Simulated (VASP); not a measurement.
Write the native input for VASP 6.6.1 that does the following.

* Task: single point
* Functional: PBE
* Potentials or basis: VASP PAW PBE potentials, release 64 (Cs_sv, Ir)
* Cutoff: 520 eV
* k mesh: 12 × 12 × 12
* Occupations: gaussian, width 0.1 eV
* Spin: no spin polarisation
* Dipole correction: no
* Further INCAR settings: ALGO = Fast; EDIFF = 1e-06; NBANDS = 26

The structure of CsIr3 lies in POSCAR:

```
CsIr3
1.0
    4.1763535325      0.0000000000      0.0000000000
    0.0000000000      4.1763535325      0.0000000000
    0.0000000000      0.0000000000      4.1763535325
Cs Ir
1 3
Direct
    0.0000000000      0.0000000000      0.0000000000
    0.0000000000      0.5000000000      0.5000000000
    0.5000000000      0.0000000000      0.5000000000
    0.5000000000      0.5000000000      0.0000000000
```

One way to write it, as run:

INCAR

```
PREC = Accurate
ENCUT = 520
EDIFF = 1E-6
ISMEAR = 0
SIGMA = 0.1
LREAL = False
LASPH = True
NELM = 80
ALGO = Fast
ISIF = 2
LWAVE = False
LCHARG = False
GGA = PE
NBANDS = 26
```

KPOINTS

```
regular mesh
0
Gamma
  12 12 12
```

Potentials or basis: VASP PAW PBE potentials, release 64 (Cs_sv, Ir).

The run is started by

```bash
$ cat potpaw_PBE.64/Cs_sv/POTCAR potpaw_PBE.64/Ir/POTCAR > POTCAR
$ mpirun -np 1 vasp_std > vasp.out
```

Results of the run:

The pressure is 2.4 GPa. The band gap on the k mesh is zero (band 18 reaches 8.28 eV, above the bottom of band 19 at 6.60 eV).

Caveat: spin-orbit coupling is left out, which moves the levels of the heavy elements.

Run time: 83 s on 1 thread of Intel Xeon 6975P-C (shared host), peak memory 0.28 GiB.
